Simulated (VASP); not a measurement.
# Se (R-3m) in VASP: single point with PBE

Aim: the single point of Se with PBE.

Everything below comes from runs of VASP 6.6.1. Logs are shortened: lines on timing, memory, paths and dates and some standing lists are left out, and cuts for length are marked.

## Step 1: The cell of the first run

The structure is trigonal, space group R-3m (No. 166). The conventional cell has a = 3.201 Å, b = 3.201 Å, c = 5.426 Å, α = 90.00°, β = 90.00°, γ = 120.00°. Se (site symmetry -3m) has 12 Se at 2.59 to 3.20 Å within 3.4 Å.

## Step 2: Single point, PBE

Contents of INCAR:

```
SYSTEM = Se
PREC = Accurate ; ENCUT = 520
EDIFF = 1E-7 ; ISMEAR = 0
SIGMA = 0.1 ; LREAL = .FALSE.
LASPH = .TRUE. ; NELM = 100
ALGO = Normal ; ISIF = 2
LWAVE = .FALSE. ; LCHARG = .TRUE.
GGA = PE ; LELF = .TRUE.
LVHAR = .TRUE. ; NBANDS = 16
```

Contents of KPOINTS:

```
Automatic mesh
0
G
  12 12 8
  0 0 0
```

Contents of POSCAR:

```
Se
1.0
    3.2013640742      0.0000000000      0.0000000000
   -1.6006820371      2.7724626150      0.0000000000
    0.0000000000      0.0000000000      5.4264606286
Se
3
Direct
    0.3333395519      0.0000000000      0.3333333333
    0.0000000000      0.3333395519      0.6666666667
    0.6666604481      0.6666604481      0.0000000000
```

Potentials or basis: VASP PAW PBE potentials, release 64 (Se).

Launch:

```
$ cat potpaw_PBE.64/Se/POTCAR > POTCAR
$ mpirun -np 1 vasp_std > vasp.out
```

OUTCAR:

```text
SYSTEM = Se
   PREC = Accurate
   ENCUT = 520
   EDIFF = 1E-7
   ISMEAR = 0
   LREAL = .FALSE.
   LASPH = .TRUE.
   NELM = 100
   ISIF = 2
   GGA = PE

 ion  position               nearest neighbor table
   1  0.333  0.000  0.333-   3 2.59   3 2.59   2 2.59   2 2.59   3 2.59   2 2.59
   2  0.000  0.333  0.667-   3 2.59   3 2.59   1 2.59   1 2.59   3 2.59   1 2.59
   3  0.667  0.667  0.000-   1 2.59   1 2.59   2 2.59   2 2.59   2 2.59   1 2.59

  LATTYP: Found a hexagonal cell.
 ALAT       =     3.2013640742
 C/A-ratio  =     1.6950463936

  Lattice vectors:

 A1 = (   3.2013640742,   0.0000000000,   0.0000000000)
 A2 = (  -1.6006820371,   2.7724626150,   0.0000000000)
 A3 = (   0.0000000000,   0.0000000000,   5.4264606286)

Analysis of symmetry for initial positions (statically):
=====================================================================
 Subroutine PRICEL returns:
 Original cell was already a primitive cell.

 Routine SETGRP: Setting up the symmetry group for a
 hexagonal supercell.

 Subroutine GETGRP returns: Found  6 space group operations
 (whereof  2 operations were pure point group operations)
 out of a pool of 24 trial point group operations.

The static configuration has the point symmetry C_2 .
 The point group associated with its full space group is D_3 .

Analysis of symmetry for dynamics (positions and initial velocities):
=====================================================================
 Subroutine PRICEL returns:
 Original cell was already a primitive cell.

 Routine SETGRP: Setting up the symmetry group for a
 hexagonal supercell.

 Subroutine GETGRP returns: Found  6 space group operations
 (whereof  2 operations were pure point group operations)
 out of a pool of 24 trial point group operations.

The dynamic configuration has the point symmetry C_2 .
 The point group associated with its full space group is D_3 .

 Subroutine INISYM returns: Found  6 space group operations
 (whereof  2 operations are pure point group operations),
 and found     1 'primitive' translations

----------------------------------------------------------------------------------------

                                     Primitive cell

  volume of cell :      48.1634

  direct lattice vectors                    reciprocal lattice vectors
     3.201364074  0.000000000  0.000000000     0.312366846  0.180345083  0.000000000
    -1.600682037  2.772462615  0.000000000     0.000000000  0.360690166  0.000000000
     0.000000000  0.000000000  5.426460629     0.000000000  0.000000000  0.184282181

  length of vectors
     3.201364074  3.201364074  5.426460629     0.360690166  0.360690166  0.184282181

  position of ions in fractional coordinates (direct lattice)
     0.333339552  0.000000000  0.333333333
     0.000000000  0.333339552  0.666666667
     0.666660448  0.666660448  0.000000000

  ion indices of the primitive-cell ions
   primitive index   ion index
                 1           1
                 2           2
                 3           3

----------------------------------------------------------------------------------------

 KPOINTS: Automatic mesh

Automatic generation of k-mesh.
 Grid dimensions read from file:
 generate k-points for:   12   12    8

 Generating k-lattice:

  Cartesian coordinates                     Fractional coordinates (reciprocal lattice)
     0.026030571  0.015028757  0.000000000     0.083333333 -0.000000000  0.000000000
     0.000000000  0.030057514  0.000000000     0.000000000  0.083333333  0.000000000
     0.000000000  0.000000000  0.023035273     0.000000000  0.000000000  0.125000000

  Length of vectors
     0.030057514  0.030057514  0.023035273

  Shift w.r.t. Gamma in fractional coordinates (k-lattice)
     0.000000000  0.000000000  0.000000000

 Subroutine IBZKPT returns following result:
 ===========================================

 Found    131 irreducible k-points:

 Following reciprocal coordinates:
            Coordinates               Weight
  0.000000  0.000000  0.000000      1.000000
  0.083333  0.000000  0.000000      6.000000
  0.166667  0.000000  0.000000      6.000000
  0.250000  0.000000  0.000000      6.000000
  0.333333  0.000000  0.000000      6.000000
  0.416667  0.000000  0.000000      6.000000
[... 16 lines left out ...]
  0.166667  0.000000  0.125000      6.000000
  0.000000  0.166667  0.125000      6.000000
 [... further k-points ...]
   k-points           NKPTS =    131   k-points in BZ     NKDIM =    131   number of bands    NBANDS=     16
   number of dos      NEDOS =    301   number of ions     NIONS =      3
   total plane-waves  NPLWV =  23040
   dimension x,y,z NGX =    24 NGY =   24 NGZ =   40
   dimension x,y,z NGXF=    48 NGYF=   48 NGZF=   80
   ions per type =               3
   NGX,Y,Z   is equivalent  to a cutoff of  12.46, 12.46, 12.25 a.u.
   NGXF,Y,Z  is equivalent  to a cutoff of  24.93, 24.93, 24.51 a.u.
 SYSTEM =  Se
   PREC   = accura    normal or accurate (medium, high low for compatibility)
   ISTART =      0    job   : 0-new  1-cont  2-samecut
   ICHARG =      2    charge: 1-file 2-atom 10-const
   ISPIN  =      1    spin polarized calculation?
   LNONCOLLINEAR =      F non collinear calculations
   LSORBIT =      F    spin-orbit coupling
   LASPH  =      T    aspherical Exc in radial PAW
   ENCUT  =  520.0 eV  38.22 Ry    6.18 a.u.   5.95  5.95 10.09*2*pi/ulx,y,z
   NELM   =    100;   NELMIN=  2; NELMDL= -5     # of ELM steps
   EDIFF  = 0.1E-06   stopping-criterion for ELM
   LREAL  =      F    real-space projection
   EDIFFG = 0.1E-05   stopping-criterion for IOM
   NSW    =      0    number of steps for IOM
   IBRION =     -1    ionic relax: 0-MD 1-quasi-New 2-CG
   NFREE  =      0    steps in history (QN), initial steepest desc. (CG)
   ISIF   =      2    stress and relaxation
   ISYM   =      2    0-nonsym 1-usesym 2-fastsym
   POTIM  = 0.5000    time-step for ionic-motion
   TEBEG  =    0.0;   TEEND  =   0.0 temperature during run
   PSTRESS=    0.0 pullay stress
   NELECT =      18.0000    total number of electrons
   NUPDOWN=      -1.0000    fix difference up-down
   EMIN   =  10.00;   EMAX   =-10.00  energy-range for DOS
   EFERMI =   0.00;   METHOD = LEGACY
   ISMEAR =     0;   SIGMA  =   0.10  broadening in eV -4-tet -1-fermi 0-gaus
   EFERMI_NEDOS =   21; number of points for ismear=-14 and -15
   IALGO  =     38    algorithm
   IMIX   =      4    mixing-type and parameters
     AMIX     =   0.40;   BMIX     =  1.00
     AMIX_MAG =   1.60;   BMIX_MAG =  1.00
  volume/ion in A,a.u.               =      16.05       108.34
  Fermi-wavevector in a.u.,A,eV,Ry     =   1.179216  2.228394 18.919572  1.390549
  Thomas-Fermi vector in A             =   2.315530
   LORBIT       =      0    0 simple, 1 ext, 2 COOP (PROOUT), +10 PAW based schemes
   GGA     = PE    functional components
   LHFCALC =     F    Hartree Fock is set to
   AEXX    =    0.0000 exact exchange contribution
   IVDW    =     0    specifies the selected vdW correction
   LEPSILON=     F    determine dielectric tensor
   LRPA    =     F    only Hartree local field effects (RPA)
 non-spin polarized calculation
 Gauss-broadening in eV      SIGMA  =   0.10
  energy-cutoff  :      520.00
  volume of cell :       48.16
 maximum number of plane-waves:      1320
   NGX = 11   NGY = 11   NGZ = 21

 number of electron      18.0000003 magnetization

 Free energy of the ion-electron system (eV)
  ---------------------------------------------------
  ext. energy  EPLUGINS =         0.00000000
  ---------------------------------------------------
  free energy    TOTEN  =        -7.96925576 eV

  energy without entropy =       -7.96217912  energy(sigma->0) =       -7.96571744

 E-fermi :   9.0000     XC(G=0): -11.6034

 val. band max:        8.9961139404   @ k =  -0.1667   0.4167   0.3750
 cond. band min:       9.0155071133   @ k =   0.0000   0.0833   0.3750
 fundamental gap:      0.0193931729
 Fermi energy:         9.0000247073

 k-point     1 :       0.0000    0.0000    0.0000
  band No.  band energies     occupation
      1     -10.1279      2.00000
      2      -5.4265      2.00000
      3      -5.4265      2.00000
      4       7.0309      2.00000
      5       7.0309      2.00000
      6       7.5959      2.00000
[... 8 lines left out ...]
     15      17.6419      0.00000
     16      17.6419      0.00000

 k-point     2 :       0.0833    0.0000    0.0000
  band No.  band energies     occupation
      1     -10.0083      2.00000
      2      -5.3371      2.00000
      3      -5.3304      2.00000
      4       5.5357      2.00000
      5       6.1697      2.00000
      6       6.7346      2.00000
[... 8 lines left out ...]
     15      17.2925      0.00000
     16      17.6865      0.00000

 k-point     3 :       0.1667    0.0000    0.0000
  band No.  band energies     occupation
      1      -9.6520      2.00000
      2      -5.1024      2.00000
      3      -5.0408      2.00000
      4       3.6210      2.00000
      5       4.9229      2.00000
      6       5.8905      2.00000
[... 8 lines left out ...]
     15      17.9180      0.00000
     16      18.0097      0.00000

 k-point     4 :       0.2500    0.0000    0.0000
  band No.  band energies     occupation
      1      -9.0669      2.00000
      2      -4.8342      2.00000
      3      -4.5733      2.00000
      4       1.9259      2.00000
      5       3.5870      2.00000
      6       5.1659      2.00000
[... 8 lines left out ...]
     15      18.1745      0.00000
     16      19.1159      0.00000
[... 324 lines left out ...]
 k-point    22 :       0.0000    0.0833    0.1250
  band No.  band energies     occupation
      1      -9.9337      2.00000
      2      -6.4100      2.00000
      3      -4.1377      2.00000
      4       5.0471      2.00000
      5       5.9532      2.00000
      6       6.6214      2.00000
[... 8 lines left out ...]
     15      16.5309      0.00000
     16      18.3150      0.00000

 k-point    23 :       0.1667    0.0000    0.1250
  band No.  band energies     occupation
      1      -9.5799      2.00000
      2      -6.0908      2.00000
      3      -3.9740      2.00000
      4       3.4617      2.00000
      5       5.7293      2.00000
      6       6.0598      2.00000
[... 8 lines left out ...]
     15      16.7721      0.00000
     16      17.6307      0.00000

 k-point    24 :       0.0000    0.1667    0.1250
  band No.  band energies     occupation
      1      -9.5768      2.00000
      2      -6.1349      2.00000
      3      -3.8882      2.00000
      4       3.8322      2.00000
      5       4.0600      2.00000
      6       5.8548      2.00000
[... 8 lines left out ...]
     15      17.4722      0.00000
     16      18.6290      0.00000

 [... further k-points ...]
[... 5 lines left out ...]
  --------------------------------------------------------------------------------------
  -------------------------------------------------------------------------------------
  Total       12.0989823     12.0989823     12.1598302      0.0000000     -0.0000000      0.0000000
  in kB      402.4778653    402.4778653    404.5019991      0.0000000     -0.0000000      0.0000000
  external PRESSURE =     403.1525766 kB  Pullay stress =       0.0000000 kB

 VOLUME and BASIS-vectors are now :
 -----------------------------------------------------------------------------
  energy-cutoff  :      520.00
  volume of cell :       48.16
      direct lattice vectors                 reciprocal lattice vectors
     3.201364074  0.000000000  0.000000000     0.312366846  0.180345083  0.000000000
    -1.600682037  2.772462615  0.000000000     0.000000000  0.360690166  0.000000000
     0.000000000  0.000000000  5.426460629     0.000000000  0.000000000  0.184282181

 POSITION                                       TOTAL-FORCE (eV/Angst)
 -----------------------------------------------------------------------------------
      1.06714      0.00000      1.80882        -0.000067      0.000000     -0.000000
     -0.53357      0.92417      3.61764         0.000034     -0.000058      0.000000
      1.06711      1.84829      0.00000         0.000034      0.000058     -0.000000
 -----------------------------------------------------------------------------------
    total drift:                                0.000000     -0.000000      0.000000

  FREE ENERGIE OF THE ION-ELECTRON SYSTEM (eV)
  ---------------------------------------------------
  free  energy   TOTEN  =        -7.9692557573 eV

  energy  without entropy=       -7.9621791169  energy(sigma->0) =       -7.96571744
```

It took 46 s on 1 thread of Intel Xeon 6975P-C, shared host; peak memory 0.21 GiB.

Results:

```yaml
Free_energy: -7.9693 eV
Pressure: 40.3 GPa
Band_gap_on_the_k_mesh: zero (band 9 reaches 10.06 eV, above the bottom of band 10 at 7.09 eV)
```

Stress tensor (GPa, compression positive):
```
40.25  0.00  0.00
 0.00 40.25  0.00
 0.00  0.00 40.45
```
